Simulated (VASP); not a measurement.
Write the native input for VASP 6.6.1 that does the following.

```yaml
Task: single point
Functional: PBEsol
Potentials_or_basis: VASP PAW PBE potentials, release 64 (Hf_pv)
Cutoff: 520 eV
k_mesh: 13 × 13 × 7
Occupations: fermi-dirac, width 0.05 eV
Spin: no spin polarisation
Dipole_correction: no
Further_INCAR_settings: ALGO = Normal; EDIFF = 1e-06; NBANDS = 17
```

The structure of Hf lies in POSCAR:

```
Hf
1.0
    3.1966985242      0.0000000000      0.0000000000
   -1.5983492621      2.7684221302      0.0000000000
    0.0000000000      0.0000000000      5.1589560000
Hf
2
Direct
    0.3333333333      0.6666666667      0.2500000000
    0.6666666667      0.3333333333      0.7500000000
```

This cell differs from its parent crystal: zz strain of +2 %.

One way to write it, as run:

INCAR

```
PREC = Accurate
ENCUT = 520
EDIFF = 1E-6
ISMEAR = -1
SIGMA = 0.05
LREAL = F
LASPH = T
NELM = 80
ALGO = Normal
ISIF = 2
LWAVE = F
LCHARG = T
GGA = PS
LELF = T
LVHAR = T
NBANDS = 17
```

KPOINTS

```
Automatic mesh
0
Gamma
  13 13 7
```

Potentials or basis: VASP PAW PBE potentials, release 64 (Hf_pv).

Launch:

```bash
$ cat potpaw_PBE.64/Hf_pv/POTCAR > POTCAR
$ mpirun -np 1 vasp_std > vasp.out
```

It gave:

| Property | Result |
| --- | --- |
| Pressure | -6.1 GPa |
| Band gap on the k mesh | zero (band 10 reaches 5.82 eV, above the bottom of band 11 at 4.25 eV) |

Caveat: the cell differs from its parent crystal (zz strain of +2 %); the PAW data sets were made with another functional, which shifts forces and pressure a little; spin-orbit coupling is left out, which moves the levels of the heavy elements.

Wall time 68 s on 1 thread of Intel Xeon 8259CL (shared host), peak memory 0.2 GiB.
